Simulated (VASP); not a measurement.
# Y6Be (Pm-3m) in VASP: notebook

Y6Be is run at these levels: PBE; tasks: single point.

Everything below comes from runs of VASP 6.6.1. Logs are shortened: lines on timing, memory, paths and dates and some standing lists are left out, and cuts for length are marked.

## 1. The cell of the first run

It takes space group Pm-3m (No. 221, cubic). Conventional cell: a = 8.483 Å, b = 8.483 Å, c = 8.483 Å, α = 90.00°, β = 90.00°, γ = 90.00°. Within 4.4 Å of Y (site symmetry 4mm) lie 5 Y at 3.32 to 3.79 Å.

## 2. Single point, PBE

INCAR

```
SYSTEM = Y6Be
ALGO     = Normal         ! electronic algorithm
EDIFF    = 1E-6           ! SCF threshold, eV
ENCUT    = 520            ! plane-wave cutoff, eV
GGA      = PE             ! functional
ISIF     = 2              ! what is computed and relaxed
ISMEAR   = 0              ! smearing method
LASPH    = .TRUE.         ! aspherical terms in the spheres
LCHARG   = .TRUE.         ! write CHGCAR
LELF     = .TRUE.         ! ELF
LREAL    = .FALSE.        ! projectors in reciprocal space
LVHAR    = .TRUE.       
LWAVE    = .FALSE.        ! write WAVECAR
NBANDS   = 43             ! bands
NELM     = 100            ! most SCF steps
PREC     = Accurate       ! precision mode
SIGMA    = 0.1            ! smearing width, eV
```

KPOINTS

```
k-points
0
G
  6 6 6
  0 0 0
```

POSCAR

```
Y6Be
1.0
    8.4826731816      0.0000000000      0.0000000000
    0.0000000000      8.4826731816      0.0000000000
    0.0000000000      0.0000000000      8.4826731816
Y Be
6 1
Direct
    0.2231589485      0.5000000000      0.5000000000
    0.5000000000      0.2231589485      0.5000000000
    0.7768410515      0.5000000000      0.5000000000
    0.5000000000      0.7768410515      0.5000000000
    0.5000000000      0.5000000000      0.2231589485
    0.5000000000      0.5000000000      0.7768410515
    0.0000000000      0.0000000000      0.0000000000
```

Potentials or basis: VASP PAW PBE potentials, release 64 (Y_sv, Be).

Started as:

```bash
> cat potpaw_PBE.64/Y_sv/POTCAR potpaw_PBE.64/Be/POTCAR > POTCAR
> mpirun -np 1 vasp_std > vasp.out
```

OUTCAR:

```text
SYSTEM = Y6Be
   EDIFF = 1E-6
   ENCUT = 520
   GGA = PE
   ISIF = 2
   ISMEAR = 0
   LASPH = .TRUE.
   LREAL = .FALSE.
   NELM = 100
   PREC = Accurate

 ion  position               nearest neighbor table
   1  0.223  0.500  0.500-   2 3.32   4 3.32   5 3.32   6 3.32   3 3.79
   2  0.500  0.223  0.500-   1 3.32   3 3.32   5 3.32   6 3.32   4 3.79
   3  0.777  0.500  0.500-   2 3.32   4 3.32   5 3.32   6 3.32   1 3.79
   4  0.500  0.777  0.500-   1 3.32   3 3.32   5 3.32   6 3.32   2 3.79
   5  0.500  0.500  0.223-   1 3.32   2 3.32   3 3.32   4 3.32   6 3.79
   6  0.500  0.500  0.777-   1 3.32   2 3.32   3 3.32   4 3.32   5 3.79
   7  0.000  0.000  0.000-

  LATTYP: Found a simple cubic cell.
 ALAT       =     8.4826731816

  Lattice vectors:

 A1 = (   8.4826731816,   0.0000000000,   0.0000000000)
 A2 = (   0.0000000000,   8.4826731816,   0.0000000000)
 A3 = (   0.0000000000,   0.0000000000,   8.4826731816)

Analysis of symmetry for initial positions (statically):
=====================================================================
 Subroutine PRICEL returns:
 Original cell was already a primitive cell.

 Routine SETGRP: Setting up the symmetry group for a
 simple cubic supercell.

 Subroutine GETGRP returns: Found 48 space group operations
 (whereof 48 operations were pure point group operations)
 out of a pool of 48 trial point group operations.

The static configuration has the point symmetry O_h .

Analysis of symmetry for dynamics (positions and initial velocities):
=====================================================================
 Subroutine PRICEL returns:
 Original cell was already a primitive cell.

 Routine SETGRP: Setting up the symmetry group for a
 simple cubic supercell.

 Subroutine GETGRP returns: Found 48 space group operations
 (whereof 48 operations were pure point group operations)
 out of a pool of 48 trial point group operations.

The dynamic configuration has the point symmetry O_h .

 Subroutine INISYM returns: Found 48 space group operations
 (whereof 48 operations are pure point group operations),
 and found     1 'primitive' translations
[... 96 lines left out ...]
   LSORBIT =      F    spin-orbit coupling
   LASPH  =      T    aspherical Exc in radial PAW
   ENCUT  =  520.0 eV  38.22 Ry    6.18 a.u.  15.77 15.77 15.77*2*pi/ulx,y,z
   NELM   =    100;   NELMIN=  2; NELMDL= -5     # of ELM steps
   EDIFF  = 0.1E-05   stopping-criterion for ELM
   LREAL  =      F    real-space projection
   EDIFFG = 0.1E-04   stopping-criterion for IOM
   NSW    =      0    number of steps for IOM
   IBRION =     -1    ionic relax: 0-MD 1-quasi-New 2-CG
   NFREE  =      0    steps in history (QN), initial steepest desc. (CG)
   ISIF   =      2    stress and relaxation
   ISYM   =      2    0-nonsym 1-usesym 2-fastsym
   POTIM  = 0.5000    time-step for ionic-motion
   TEBEG  =    0.0;   TEEND  =   0.0 temperature during run
   PSTRESS=    0.0 pullay stress
   NELECT =      68.0000    total number of electrons
   NUPDOWN=      -1.0000    fix difference up-down
   EMIN   =  10.00;   EMAX   =-10.00  energy-range for DOS
   EFERMI =   0.00;   METHOD = LEGACY
   ISMEAR =     0;   SIGMA  =   0.10  broadening in eV -4-tet -1-fermi 0-gaus
   EFERMI_NEDOS =   21; number of points for ismear=-14 and -15
   IALGO  =     38    algorithm
   IMIX   =      4    mixing-type and parameters
     AMIX     =   0.40;   BMIX     =  1.00
     AMIX_MAG =   1.60;   BMIX_MAG =  1.00
  volume/ion in A,a.u.               =      87.20       588.43
  Fermi-wavevector in a.u.,A,eV,Ry     =   0.787732  1.488597  8.442707  0.620521
  Thomas-Fermi vector in A             =   1.892531
   LORBIT       =      0    0 simple, 1 ext, 2 COOP (PROOUT), +10 PAW based schemes
   GGA     = PE    functional components
   LHFCALC =     F    Hartree Fock is set to
   AEXX    =    0.0000 exact exchange contribution
   IVDW    =     0    specifies the selected vdW correction
   LEPSILON=     F    determine dielectric tensor
   LRPA    =     F    only Hartree local field effects (RPA)
 non-spin polarized calculation
 Gauss-broadening in eV      SIGMA  =   0.10
  energy-cutoff  :      520.00
  volume of cell :      610.38
 maximum number of plane-waves:     16560
 NGX is ok and might be reduce to    64
   NGX = 31   NGY = 31   NGZ = 31

 number of electron      68.0000001 magnetization

 Free energy of the ion-electron system (eV)
  ---------------------------------------------------
  ext. energy  EPLUGINS =         0.00000000
  ---------------------------------------------------
  free energy    TOTEN  =       -27.83359976 eV

  energy without entropy =      -27.67361710  energy(sigma->0) =      -27.75360843

 E-fermi :  -0.7276     XC(G=0):  -5.1788

 val. band max:       -0.7293425566   @ k =   0.1667   0.1667   0.0000
 cond. band min:      -0.7264685503   @ k =   0.3333   0.1667   0.0000
 fundamental gap:      0.0028740063
 Fermi energy:        -0.7275712303

 k-point     1 :       0.0000    0.0000    0.0000
  band No.  band energies     occupation
      1     -43.9933      2.00000
      2     -43.9362      2.00000
      3     -43.9362      2.00000
      4     -43.9362      2.00000
      5     -43.9161      2.00000
      6     -43.9161      2.00000
[... 909 lines left out ...]
     42      -0.0225      0.00000
     43       0.3377      0.00000

------------------------ aborting loop because EDIFF is reached ----------------------------------------

  FORCE on cell =-STRESS in cart. coord.  units (eV):
  Direction    XX          YY          ZZ          XY          YZ          ZX
  --------------------------------------------------------------------------------------
  -------------------------------------------------------------------------------------
  Total       -0.0837148     -0.0837148     -0.0837148      0.0000000     -0.0000000      0.0000000
  in kB       -0.2197429     -0.2197429     -0.2197429      0.0000000     -0.0000000      0.0000000
  external PRESSURE =      -0.2197429 kB  Pullay stress =       0.0000000 kB

 VOLUME and BASIS-vectors are now :
 -----------------------------------------------------------------------------
  energy-cutoff  :      520.00
  volume of cell :      610.38
      direct lattice vectors                 reciprocal lattice vectors
     8.482673182  0.000000000  0.000000000     0.117887366  0.000000000  0.000000000
     0.000000000  8.482673182  0.000000000     0.000000000  0.117887366  0.000000000
     0.000000000  0.000000000  8.482673182     0.000000000  0.000000000  0.117887366

 POSITION                                       TOTAL-FORCE (eV/Angst)
 -----------------------------------------------------------------------------------
      1.89298      4.24134      4.24134         0.009699      0.000000      0.000000
      4.24134      1.89298      4.24134         0.000000      0.009699      0.000000
      6.58969      4.24134      4.24134        -0.009699     -0.000000      0.000000
      4.24134      6.58969      4.24134        -0.000000     -0.009699     -0.000000
      4.24134      4.24134      1.89298         0.000000     -0.000000      0.009699
      4.24134      4.24134      6.58969        -0.000000      0.000000     -0.009699
      0.00000      0.00000      0.00000         0.000000     -0.000000      0.000000
 -----------------------------------------------------------------------------------
    total drift:                                0.000000     -0.000000      0.000000

  FREE ENERGIE OF THE ION-ELECTRON SYSTEM (eV)
  ---------------------------------------------------
  free  energy   TOTEN  =       -27.8335997648 eV

  energy  without entropy=      -27.6736170998  energy(sigma->0) =      -27.75360843
```

OSZICAR:

```text
N       E                     dE             d eps       ncg     rms          rms(c)
DAV:   1     0.306481736662E+03    0.30648E+03   -0.31733E+04  2304   0.128E+03
DAV:   2     0.211403276408E+02   -0.28534E+03   -0.27654E+03  2022   0.288E+02
DAV:   3    -0.247423387436E+02   -0.45883E+02   -0.44585E+02  2783   0.539E+01
[... 12 lines left out ...]
DAV:  16    -0.278335864275E+02   -0.30219E-04   -0.12075E-04  2440   0.230E-02    0.544E-02
DAV:  17    -0.278335904331E+02   -0.40056E-05   -0.14264E-05  1872   0.136E-02    0.180E-02
DAV:  18    -0.278336015958E+02   -0.11163E-04   -0.29523E-05  2072   0.216E-02    0.246E-02
DAV:  19    -0.278336004113E+02    0.11845E-05   -0.35864E-06  1720   0.705E-03    0.112E-02
DAV:  20    -0.278335997648E+02    0.64654E-06   -0.11845E-06  1568   0.559E-03
   1 F= -.27833600E+02 E0= -.27753608E+02  d E =-.159983E+00
```

stdout:

```text
POSCAR found type information on POSCAR Y Be
 POSCAR found :  2 types and       7 ions
 scaLAPACK will be used
 LDA part: xc-table for (Slater+PW92), standard interpolation
 POSCAR, INCAR and KPOINTS ok, starting setup
 FFT: planning ... GRIDC
 FFT: planning ... GRID_SOFT
 FFT: planning ... GRID
 WAVECAR not read
 entering main loop
```

It took 18 min on 1 thread of Intel Xeon Platinum 8175M at 2.50GHz (Skylake/Cascade Lake), shared host; peak memory 0.8 GiB.

Results:

```yaml
Free_energy: -27.8336 eV
Pressure: 0.0 GPa
Largest_force: 0.010 eV/Å
Band_gap_on_the_k_mesh: zero (band 34 reaches -0.68 eV, above the bottom of band 35 at -0.77 eV)
```

Forces on the atoms (eV/Å):
```
Y    0.010  0.000  0.000
Y    0.000  0.010  0.000
Y   -0.010  0.000  0.000
Y    0.000 -0.010  0.000
Y    0.000  0.000  0.010
Y    0.000  0.000 -0.010
Be   0.000  0.000  0.000
```

## 3. Single point, PBE

This run uses another cell than the first one, of 82.48 Å³/atom, 0.946 times its volume.

INCAR

```
  PREC = Accurate
  ENCUT = 520
  EDIFF = 1E-7
  ISMEAR = 0
  SIGMA = 0.1
  LREAL = F
  LASPH = T
  NELM = 100
  ALGO = Normal
  ISIF = 2
  LWAVE = F
  LCHARG = T
  GGA = PE
  LELF = T
  LVHAR = T
  NBANDS = 43
```

KPOINTS

```
Automatic mesh
0
Gamma
  4 4 4
```

POSCAR

```
Y6Be
1.0
    8.3268216199      0.0000000000      0.0000000000
    0.0000000000      8.3268216199      0.0000000000
    0.0000000000      0.0000000000      8.3268216199
Y Be
6 1
Direct
    0.2195132226      0.5000000000      0.5000000000
    0.5000000000      0.2195132226      0.5000000000
    0.7804867774      0.5000000000      0.5000000000
    0.5000000000      0.7804867774      0.5000000000
    0.5000000000      0.5000000000      0.2195132226
    0.5000000000      0.5000000000      0.7804867774
    0.0000000000      0.0000000000      0.0000000000
```

Potentials or basis: VASP PAW PBE potentials, release 64 (Y_sv, Be).

Started as:

```bash
> cat potpaw_PBE.64/Y_sv/POTCAR potpaw_PBE.64/Be/POTCAR > POTCAR
> mpirun -np 1 vasp_std > vasp.out
```

It took 11 min on 1 thread of Intel Xeon Platinum 8175M at 2.50GHz (Skylake/Cascade Lake), shared host; peak memory 0.67 GiB.

It converged, with:

* Free energy: -27.8180 eV
* Pressure: 0.1 GPa
* Largest force: 0.013 eV/Å
* Band gap on the k mesh: zero (band 34 reaches -0.56 eV, above the bottom of band 35 at -0.65 eV)

Forces in eV/Å, atoms in the order of the input:
```
Y    0.013  0.000  0.000
Y    0.000  0.013  0.000
Y   -0.013  0.000  0.000
Y    0.000 -0.013  0.000
Y    0.000  0.000  0.013
Y    0.000  0.000 -0.013
Be   0.000  0.000  0.000
```

Levels at points of the mesh, in eV from the Fermi level:
| k point | band 30 | band 31 | band 32 | band 33 | band 34 | band 35 | band 36 | band 37 | band 38 | band 39 |
| --- | --- | --- | --- | --- | --- | --- | --- | --- | --- | --- |
| (0.00, 0.00, 0.00) | -0.80 | -0.77 | -0.77 | -0.03 | 0.06 | 0.06 | 0.06 | 0.27 | 0.27 | 0.27 |
| (0.50, 0.00, 0.00) | -0.76 | -0.69 | -0.12 | -0.05 | -0.05 | -0.03 | 0.13 | 0.18 | 0.62 | 0.62 |
| (0.50, 0.50, 0.00) | -0.71 | -0.25 | -0.19 | -0.12 | 0.00 | 0.00 | 0.22 | 0.22 | 0.25 | 0.44 |
| (0.50, 0.50, 0.50) | -0.54 | -0.24 | -0.18 | -0.18 | -0.18 | 0.23 | 0.23 | 0.23 | 0.41 | 0.41 |
